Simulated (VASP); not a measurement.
# Sb (R-3m) in VASP: a series of runs

Aim: see how the results for Sb move with the level of theory and the settings. Levels: LDA, RPBE+D4, PBE exchange alone. Tasks: single point.

Everything below comes from runs of VASP 6.6.1. Logs are shortened: lines on timing, memory, paths and dates and some standing lists are left out, and cuts for length are marked.

### 1 The cell of the first run

It takes space group R-3m (No. 166, trigonal). Conventional cell: a = 4.220 Å, b = 4.220 Å, c = 11.044 Å, α = 90.00°, β = 90.00°, γ = 120.00°. Within 3.8 Å of Sb (site symmetry 3m) lie 6 Sb at 2.85 to 3.29 Å.

### 2 Single point, LDA

INCAR

```
PREC = Accurate
ENCUT = 520
EDIFF = 1E-7
ISMEAR = -1
SIGMA = 0.05
LREAL = F
LASPH = T
NELM = 100
ALGO = Normal
ISIF = 2
LWAVE = F
LCHARG = F
GGA = CA
NBANDS = 12
```

KPOINTS

```
regular mesh
0
Gamma
  8 8 8
```

POSCAR

```
Sb
1.0
    2.1102243954      1.2183386227      3.6812845966
   -2.1102243954      1.2183386227      3.6812845966
    0.0000000000     -2.4366772455      3.6812845966
Sb
2
Direct
    0.7665100000      0.7665100000      0.7665100000
    0.2334900000      0.2334900000      0.2334900000
```

Potentials or basis: VASP PAW LDA potentials, release 64 (Sb).

Launch:

```bash
$ cat potpaw_LDA.64/Sb/POTCAR > POTCAR
$ mpirun -np 1 vasp_std > vasp.out
```

OUTCAR:

```text
PREC = Accurate
   ENCUT = 520
   EDIFF = 1E-7
   ISMEAR = -1
   LREAL = F
   LASPH = T
   NELM = 100
   ISIF = 2
   GGA = CA

 ion  position               nearest neighbor table
   1  0.767  0.767  0.767-   2 2.85   2 2.85   2 2.85   2 3.29   2 3.29   2 3.29
   2  0.233  0.233  0.233-   1 2.85   1 2.85   1 2.85   1 3.29   1 3.29   1 3.29

  LATTYP: Found a trigonal (rhomboedric) cell.
 ALAT       =     4.4146633257
 COS(alpha) =     0.5430253624

  Lattice vectors:

 A1 = (   2.1102243954,   1.2183386227,   3.6812845966)
 A2 = (  -2.1102243954,   1.2183386227,   3.6812845966)
 A3 = (   0.0000000000,  -2.4366772455,   3.6812845966)

Analysis of symmetry for initial positions (statically):
=====================================================================
 Subroutine PRICEL returns:
 Original cell was already a primitive cell.

 Routine SETGRP: Setting up the symmetry group for a
 trigonal (rhombohedral) supercell.

 Subroutine GETGRP returns: Found 12 space group operations
 (whereof 12 operations were pure point group operations)
 out of a pool of 12 trial point group operations.

The static configuration has the point symmetry D_3d.

Analysis of symmetry for dynamics (positions and initial velocities):
=====================================================================
 Subroutine PRICEL returns:
 Original cell was already a primitive cell.

 Routine SETGRP: Setting up the symmetry group for a
 trigonal (rhombohedral) supercell.

 Subroutine GETGRP returns: Found 12 space group operations
 (whereof 12 operations were pure point group operations)
 out of a pool of 12 trial point group operations.

The dynamic configuration has the point symmetry D_3d.

 Subroutine INISYM returns: Found 12 space group operations
 (whereof 12 operations are pure point group operations),
 and found     1 'primitive' translations

----------------------------------------------------------------------------------------

                                     Primitive cell

  volume of cell :      56.7868

  direct lattice vectors                    reciprocal lattice vectors
     2.110224395  1.218338623  3.681284597     0.236941626  0.136798312  0.090548102
    -2.110224395  1.218338623  3.681284597    -0.236941626  0.136798312  0.090548102
     0.000000000 -2.436677245  3.681284597     0.000000000 -0.273596623  0.090548102
[... 84 lines left out ...]
   EDIFF  = 0.1E-06   stopping-criterion for ELM
   LREAL  =      F    real-space projection
   EDIFFG = 0.1E-05   stopping-criterion for IOM
   NSW    =      0    number of steps for IOM
   IBRION =     -1    ionic relax: 0-MD 1-quasi-New 2-CG
   NFREE  =      0    steps in history (QN), initial steepest desc. (CG)
   ISIF   =      2    stress and relaxation
   ISYM   =      2    0-nonsym 1-usesym 2-fastsym
   POTIM  = 0.5000    time-step for ionic-motion
   TEBEG  =    0.0;   TEEND  =   0.0 temperature during run
   PSTRESS=    0.0 pullay stress
   NELECT =      10.0000    total number of electrons
   NUPDOWN=      -1.0000    fix difference up-down
   EMIN   =  10.00;   EMAX   =-10.00  energy-range for DOS
   EFERMI =   0.00;   METHOD = LEGACY
   ISMEAR =    -1;   SIGMA  =   0.05  broadening in eV -4-tet -1-fermi 0-gaus
   EFERMI_NEDOS =   21; number of points for ismear=-14 and -15
   IALGO  =     38    algorithm
   IMIX   =      4    mixing-type and parameters
     AMIX     =   0.40;   BMIX     =  1.00
     AMIX_MAG =   1.60;   BMIX_MAG =  1.00
  volume/ion in A,a.u.               =      28.39       191.61
  Fermi-wavevector in a.u.,A,eV,Ry     =   0.917612  1.734035 11.456265  0.842012
  Thomas-Fermi vector in A             =   2.042600
   LORBIT       =      0    0 simple, 1 ext, 2 COOP (PROOUT), +10 PAW based schemes
   GGA     = CA    functional components
   LHFCALC =     F    Hartree Fock is set to
   AEXX    =    0.0000 exact exchange contribution
   IVDW    =     0    specifies the selected vdW correction
   LEPSILON=     F    determine dielectric tensor
   LRPA    =     F    only Hartree local field effects (RPA)
 non-spin polarized calculation
  energy-cutoff  :      520.00
  volume of cell :       56.79
 maximum number of plane-waves:      1548
 NGX is ok and might be reduce to    36
   NGX = 17   NGY = 17   NGZ = 17

 number of electron      10.0000000 magnetization

 Free energy of the ion-electron system (eV)
  ---------------------------------------------------
  ext. energy  EPLUGINS =         0.00000000
  ---------------------------------------------------
  free energy    TOTEN  =        -9.60346187 eV

  energy without entropy =       -9.60063435  energy(sigma->0) =       -9.60204811

 E-fermi :   8.0388     XC(G=0):  -9.9777

 val. band max:        8.0329316842   @ k =   0.3750   0.1250   0.1250
 cond. band min:       8.1176703146   @ k =   0.5000   0.0000   0.0000
 fundamental gap:      0.0847386304
 Fermi energy:         8.0387760130

 k-point     1 :       0.0000    0.0000    0.0000
  band No.  band energies     occupation
      1      -5.2927      2.00000
      2       3.4013      2.00000
      3       5.7362      2.00000
      4       6.0394      2.00000
      5       6.0394      2.00000
      6      10.0277      0.00000
      7      10.7205      0.00000
      8      10.7205      0.00000
      9      12.9868      0.00000
     10      12.9868      0.00000
     11      13.1943      0.00000
     12      14.3423      0.00000
[... 331 lines left out ...]
 k-point    24 :       0.3750    0.1250    0.1250
  band No.  band energies     occupation
      1      -4.2273      2.00000
      2       0.2878      2.00000
      3       4.3304      2.00000
      4       6.3192      2.00000
      5       8.0329      1.05838
      6       8.2489      0.02945
      7       8.5902      0.00003
      8      11.1032      0.00000
      9      12.8995      0.00000
     10      13.8484      0.00000
     11      15.1246      0.00000
     12      16.9913      0.00000

 [... further k-points ...]
[... 5 lines left out ...]
  --------------------------------------------------------------------------------------
  -------------------------------------------------------------------------------------
  Total        1.2715689      1.2715689      0.7897639      0.0000000     -0.0000000      0.0000000
  in kB       35.8759310     35.8759310     22.2823280      0.0000000     -0.0000000      0.0000000
  external PRESSURE =      31.3447300 kB  Pullay stress =       0.0000000 kB

 VOLUME and BASIS-vectors are now :
 -----------------------------------------------------------------------------
  energy-cutoff  :      520.00
  volume of cell :       56.79
      direct lattice vectors                 reciprocal lattice vectors
     2.110224395  1.218338623  3.681284597     0.236941626  0.136798312  0.090548102
    -2.110224395  1.218338623  3.681284597    -0.236941626  0.136798312  0.090548102
     0.000000000 -2.436677245  3.681284597     0.000000000 -0.273596623  0.090548102

 POSITION                                       TOTAL-FORCE (eV/Angst)
 -----------------------------------------------------------------------------------
      0.00000     -0.00000      8.46522         0.000000      0.000000     -0.432061
      0.00000     -0.00000      2.57863         0.000000     -0.000000      0.432061
 -----------------------------------------------------------------------------------
    total drift:                                0.000000     -0.000000     -0.000000

  FREE ENERGIE OF THE ION-ELECTRON SYSTEM (eV)
  ---------------------------------------------------
  free  energy   TOTEN  =        -9.6034618713 eV

  energy  without entropy=       -9.6006343506  energy(sigma->0) =       -9.60204811
```

OSZICAR:

```text
N       E                     dE             d eps       ncg     rms          rms(c)
DAV:   1     0.371394132441E+02    0.37139E+02   -0.36004E+03  1560   0.662E+02
DAV:   2    -0.749365317703E+01   -0.44633E+02   -0.43240E+02  2136   0.110E+02
DAV:   3    -0.961568010125E+01   -0.21220E+01   -0.21021E+01  1904   0.267E+01
DAV:   4    -0.963525536393E+01   -0.19575E-01   -0.19573E-01  1796   0.304E+00
DAV:   5    -0.963547620994E+01   -0.22085E-03   -0.22084E-03  1920   0.364E-01    0.348E+00
DAV:   6    -0.961462380136E+01    0.20852E-01   -0.50670E-03  1800   0.351E-01    0.209E+00
DAV:   7    -0.960345940472E+01    0.11164E-01   -0.10492E-02  1760   0.504E-01    0.533E-02
DAV:   8    -0.960345845973E+01    0.94500E-06   -0.33257E-04  1780   0.119E-01    0.175E-02
DAV:   9    -0.960346200101E+01   -0.35413E-05   -0.16577E-05  1904   0.239E-02    0.802E-03
DAV:  10    -0.960346182670E+01    0.17431E-06   -0.12067E-06  1808   0.592E-03    0.147E-03
DAV:  11    -0.960346187133E+01   -0.44625E-07   -0.11799E-07  1412   0.202E-03
   1 F= -.96034619E+01 E0= -.96020481E+01  d E =-.282752E-02
```

It took 14 s on 1 thread of Intel Xeon 6975P-C (Granite Rapids), shared host; peak memory 0.19 GiB.

What came out:

```
Free energy            : -9.6035 eV
Pressure               : 3.1 GPa
Largest force          : 0.432 eV/Å
Band gap on the k mesh : zero (band 5 reaches 8.03 eV, above the bottom of band 6 at 7.74 eV)
```

Forces in eV/Å, atoms in the order of the input:
```
Sb   0.000  0.000 -0.432
Sb   0.000  0.000  0.432
```

Stress tensor (GPa, compression positive):
```
3.59 0.00 0.00
0.00 3.59 0.00
0.00 0.00 2.23
```

Levels at points of the mesh, in eV from the Fermi level:
```
           k point  band 3  band 4  band 5  band 6  band 7  band 8
(0.00, 0.00, 0.00)   -2.30   -2.00   -2.00    1.99    2.68    2.68
(0.50, 0.00, 0.00)   -2.16   -2.03   -0.39   -0.30    0.08    0.37
(0.50, 0.50, 0.00)   -5.85   -4.12   -4.01    1.24    5.14    5.69
(0.50, 0.50, 0.50)   -1.49   -1.49   -0.53   -0.02   -0.02    1.17
```

Caveat: spin-orbit coupling is left out, which moves the levels of the heavy elements.

### 3 Single point, RPBE+D4

INCAR

```
SYSTEM = Sb
ALGO = Normal
EDIFF = 1E-6
ENCUT = 520
GGA = RP
ISIF = 2
ISMEAR = -1
IVDW = 13
LASPH = .True.
LCHARG = .True.
LELF = .True.
LREAL = .False.
LVHAR = .True.
LWAVE = .False.
NBANDS = 12
NELM = 100
PREC = Accurate
SIGMA = 0.05
```

KPOINTS

```
k-points
0
Gamma
  8 8 8
  0 0 0
```

POSCAR is that of step 2.

Potentials or basis: VASP PAW PBE potentials, release 64 (Sb).

Launch:

```bash
$ cat potpaw_PBE.64/Sb/POTCAR > POTCAR
$ mpirun -np 1 vasp_std > vasp.out
```

Wall time 16 s (1 thread of Intel Xeon 6975P-C (Granite Rapids), shared host); peak memory 0.21 GiB.

The run converged. Its results:

| Property | Result |
| --- | --- |
| Free energy | -9.3629 eV |
| Pressure | 2.7 GPa |
| Largest force | 0.631 eV/Å |
| Band gap on the k mesh | zero (band 5 reaches 8.32 eV, above the bottom of band 6 at 8.04 eV) |
| Dispersion energy per atom | -0.999 eV |

Forces in eV/Å, atoms in the order of the input:
```
Sb   0.000  0.000 -0.631
Sb   0.000  0.000  0.631
```

Stress tensor (GPa, compression positive):
```
3.22 0.00 0.00
0.00 3.22 0.00
0.00 0.00 1.73
```

Levels at points of the mesh, in eV from the Fermi level:
```csv
k point,band 3,band 4,band 5,band 6,band 7,band 8
"(0.00, 0.00, 0.00)",-2.36,-2.06,-2.06,1.96,2.67,2.67
"(0.50, 0.00, 0.00)",-2.23,-2.09,-0.44,-0.28,0.09,0.33
"(0.50, 0.50, 0.00)",-5.89,-4.18,-4.08,1.20,5.18,5.74
"(0.50, 0.50, 0.50)",-1.56,-1.56,-0.48,-0.06,-0.06,1.17
```

Caveat: the PAW data sets were made with another functional, which shifts forces and pressure a little; spin-orbit coupling is left out, which moves the levels of the heavy elements; pairwise dispersion overbinds metals, which lowers pressure and volume.

### 4 Single point, PBE exchange alone

INCAR

```
SYSTEM = Sb
AGGAC = 0.0 ; ALDAC = 0.0
ALGO = Normal ; EDIFF = 1E-6
ENCUT = 520 ; GGA = PE
ISIF = 2 ; ISMEAR = -1
LASPH = .TRUE. ; LCHARG = .TRUE.
LELF = .TRUE. ; LREAL = .FALSE.
LVHAR = .TRUE. ; LWAVE = .FALSE.
NBANDS = 12 ; NELM = 100
PREC = Accurate ; SIGMA = 0.05
```

KPOINTS

```
k-points
0
G
  8 8 8
  0 0 0
```

POSCAR is that of step 3.

Launch:

```bash
$ cat potpaw_PBE.64/Sb/POTCAR > POTCAR
$ mpirun -np 1 vasp_std > vasp.out
```

Wall time 16 s (1 thread of Intel Xeon 6975P-C (Granite Rapids), shared host); peak memory 0.21 GiB.

The run converged. Its results:

| Property | Result |
| --- | --- |
| Free energy | -4.8745 eV |
| Pressure | 18.2 GPa |
| Largest force | 0.728 eV/Å |
| Band gap on the k mesh | zero (band 5 reaches 9.79 eV, above the bottom of band 6 at 9.54 eV) |

Forces on the atoms (eV/Å):
```
Sb   0.000  0.000 -0.728
Sb   0.000  0.000  0.728
```

Stress tensor (GPa, compression positive):
```
18.70  0.00  0.00
 0.00 18.70  0.00
 0.00  0.00 17.08
```

Levels at points of the mesh, in eV from the Fermi level:
```csv
k point,band 1,band 2,band 3,band 4,band 5,band 6,band 7,band 8,band 9,band 10
"(0.00, 0.00, 0.00)",-13.39,-4.69,-2.40,-2.11,-2.11,1.96,2.62,2.62,5.06,5.06
"(0.50, 0.00, 0.00)",-10.87,-10.10,-2.26,-2.12,-0.47,-0.24,0.14,0.31,7.75,8.33
"(0.50, 0.50, 0.00)",-10.84,-8.31,-5.87,-4.18,-4.09,1.41,5.06,5.68,7.28,8.82
"(0.50, 0.50, 0.50)",-11.75,-9.42,-1.58,-1.58,-0.47,-0.09,-0.09,1.18,7.20,8.72
```

Caveat: spin-orbit coupling is left out, which moves the levels of the heavy elements.

### 5 Single point, LDA

This run uses another cell than the first one, of 29.00 Å³/atom, 1.021 times its volume.

INCAR

```
SYSTEM = Sb
ALGO     = Normal         ! electronic algorithm
EDIFF    = 1E-6           ! SCF threshold, eV
ENCUT    = 520            ! plane-wave cutoff, eV
GGA      = CA             ! functional
ISIF     = 2              ! what is computed and relaxed
ISMEAR   = -1             ! smearing method
LASPH    = .TRUE.         ! aspherical terms in the spheres
LCHARG   = .TRUE.         ! write CHGCAR
LELF     = .TRUE.         ! ELF
LREAL    = .FALSE.        ! projectors in reciprocal space
LVHAR    = .TRUE.       
LWAVE    = .FALSE.        ! write WAVECAR
NBANDS   = 12             ! bands
NELM     = 80             ! most SCF steps
PREC     = Accurate       ! precision mode
SIGMA    = 0.05           ! smearing width, eV
```

KPOINTS is that of step 4.

POSCAR

```
Sb
1.0
    2.1250856202      1.2269187549      3.7072099901
   -2.1250856202      1.2269187549      3.7072099901
    0.0000000000     -2.4538375098      3.7072099901
Sb
2
Direct
    0.7665100000      0.7665100000      0.7665100000
    0.2334900000      0.2334900000      0.2334900000
```

Potentials or basis: VASP PAW LDA potentials, release 64 (Sb).

Launch:

```bash
$ cat potpaw_LDA.64/Sb/POTCAR > POTCAR
$ mpirun -np 1 vasp_std > vasp.out
```

OUTCAR:

```text
SYSTEM = Sb
   EDIFF = 1E-6
   ENCUT = 520
   GGA = CA
   ISIF = 2
   ISMEAR = -1
   LASPH = .TRUE.
   LREAL = .FALSE.
   NELM = 80
   PREC = Accurate

 ion  position               nearest neighbor table
   1  0.767  0.767  0.767-   2 2.87   2 2.87   2 2.87   2 3.31   2 3.31   2 3.31
   2  0.233  0.233  0.233-   1 2.87   1 2.87   1 2.87   1 3.31   1 3.31   1 3.31

  LATTYP: Found a trigonal (rhomboedric) cell.
 ALAT       =     4.4457535284
 COS(alpha) =     0.5430253624

  Lattice vectors:

[... 538 lines left out ...]
      7       8.3182      0.00002
      8      10.7722      0.00000
      9      12.6257      0.00000
     10      13.5813      0.00000
     11      14.8328      0.00000
     12      16.6416      0.00000

 [... further k-points ...]
[... 5 lines left out ...]
  --------------------------------------------------------------------------------------
  -------------------------------------------------------------------------------------
  Total        0.7169927      0.7169927      0.3292861     -0.0000000      0.0000000      0.0000000
  in kB       19.8077273     19.8077273      9.0968977     -0.0000000      0.0000000      0.0000000
  external PRESSURE =      16.2374508 kB  Pullay stress =       0.0000000 kB

 VOLUME and BASIS-vectors are now :
 -----------------------------------------------------------------------------
  energy-cutoff  :      520.00
  volume of cell :       58.00
      direct lattice vectors                 reciprocal lattice vectors
     2.125085620  1.226918755  3.707209990     0.235284638  0.135841649  0.089914878
    -2.125085620  1.226918755  3.707209990    -0.235284638  0.135841649  0.089914878
     0.000000000 -2.453837510  3.707209990     0.000000000 -0.271683298  0.089914878

 POSITION                                       TOTAL-FORCE (eV/Angst)
 -----------------------------------------------------------------------------------
      0.00000      0.00000      8.52484         0.000000      0.000000     -0.304808
      0.00000      0.00000      2.59679         0.000000      0.000000      0.304808
 -----------------------------------------------------------------------------------
    total drift:                                0.000000     -0.000000     -0.000000

  FREE ENERGIE OF THE ION-ELECTRON SYSTEM (eV)
  ---------------------------------------------------
  free  energy   TOTEN  =        -9.6213056123 eV

  energy  without entropy=       -9.6185043016  energy(sigma->0) =       -9.61990496
```

Run time: 14 s. Hardware: 1 thread of Intel Xeon 6975P-C (Granite Rapids), shared host; peak memory 0.18 GiB.

Results:

```
Free energy            : -9.6213 eV
Pressure               : 1.6 GPa
Largest force          : 0.305 eV/Å
Band gap on the k mesh : zero (band 5 reaches 7.75 eV, above the bottom of band 6 at 7.44 eV)
```

Forces in eV/Å, atoms in the order of the input:
```
Sb   0.000  0.000 -0.305
Sb   0.000  0.000  0.305
```

Caveat: spin-orbit coupling is left out, which moves the levels of the heavy elements.

### 6 Summary

| level | potentials or basis | cell | gap on the mesh (eV) | pressure (GPa) | largest force (eV/Å) |
| --- | --- | --- | --- | --- | --- |
| LDA | VASP PAW LDA potentials, release 64 (Sb) | a = 4.415 Å, angles 57.1°, 2 atoms | none | 3.1 | 0.43 |
| RPBE+D4 | VASP PAW PBE potentials, release 64 (Sb) | a = 4.415 Å, angles 57.1°, 2 atoms | none | 2.7 | 0.63 |
| PBE exchange alone | VASP PAW PBE potentials, release 64 (Sb) | a = 4.415 Å, angles 57.1°, 2 atoms | none | 18.2 | 0.73 |
| LDA | VASP PAW LDA potentials, release 64 (Sb) | a = 4.446 Å, angles 57.1°, 2 atoms | none | 1.6 | 0.30 |

Alike in all rows: task single point; no spin polarisation; k mesh 8 × 8 × 8; cutoff (eV) 520; smearing fermi-dirac 0.05 eV.

Caveats: spin-orbit coupling is left out, which moves the levels of the heavy elements; the PAW data sets were made with another functional, which shifts forces and pressure a little (some runs); pairwise dispersion overbinds metals, which lowers pressure and volume (some runs).

Absolute energies hang on the potentials; compare differences alone.
